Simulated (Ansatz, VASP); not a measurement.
## Two plane-wave programs on MnAgC6N6

```xyz
14
Lattice="0.0000 5.3136 5.3136 5.3136 0.0000 5.3136 5.3136 5.3136 0.0000" Properties=species:S:1:pos:R:3 pbc="T T T"
Mn    5.3136    5.3136    5.3136
Ag    0.0000    0.0000    0.0000
C     2.2134    5.3136    5.3136
C     5.3136    2.2134    5.3136
C     5.3136    5.3136    2.2134
C     8.4137    5.3136    5.3136
C     5.3136    8.4137    5.3136
C     5.3136    5.3136    8.4137
N     3.3793    5.3136    5.3136
N     5.3136    3.3793    5.3136
N     5.3136    5.3136    3.3793
N     7.2478    5.3136    5.3136
N     5.3136    7.2478    5.3136
N     5.3136    5.3136    7.2478
```

Alike in both runs: functional PBE; k mesh 4 × 4 × 4; occupations gaussian, width 0.1 eV; collinear spin.

Ansatz relaxed the structure, and its values are those at the end. VASP's run is a single point on that final structure, the one shown.

|  | VASP | Ansatz |
| --- | --- | --- |
| version | VASP 6.6.1 | Ansatz 0.2.0 |
| potentials or method | VASP PAW PBE potentials, release 64 (Mn_pv, Ag, C, N), cutoff 520 eV | scalar-relativistic, plane waves, PAW |
| valence electrons in the cell | 78 | 88 |

Ansatz gave:

| Quantity | Value |
| --- | --- |
| gap on the k mesh at the Fermi level (eV) | none |
| pressure (GPa) | 0.2 |
| rms of the force components (eV/Å) | 0.014 |
| net moment per atom (μB) | 0.29 |
| size of the moment on the site where the two differ most (μB) | 1.74 |

Task: What did VASP give for the same quantities?

Result: gap on the k mesh at the Fermi level (eV): none; pressure (GPa): 0.6; rms of the force components (eV/Å): 0.199; net moment per atom (μB): 0.29; size of the moment on the site where the two differ most (μB): 2.00.

Site moments also hang on the region over which each program counts them. A gap of «none» marks a metal or a gap that the smearing closes. One of these differences is far larger than is usual between the two programs; its cause wasn't traced. VASP's potentials hold 78 valence electrons a cell and Ansatz's 88, so a difference there can come from the potentials and not from the codes.

Noted on VASP's run: the standard files for N, O and F lose accuracy on very short bonds.
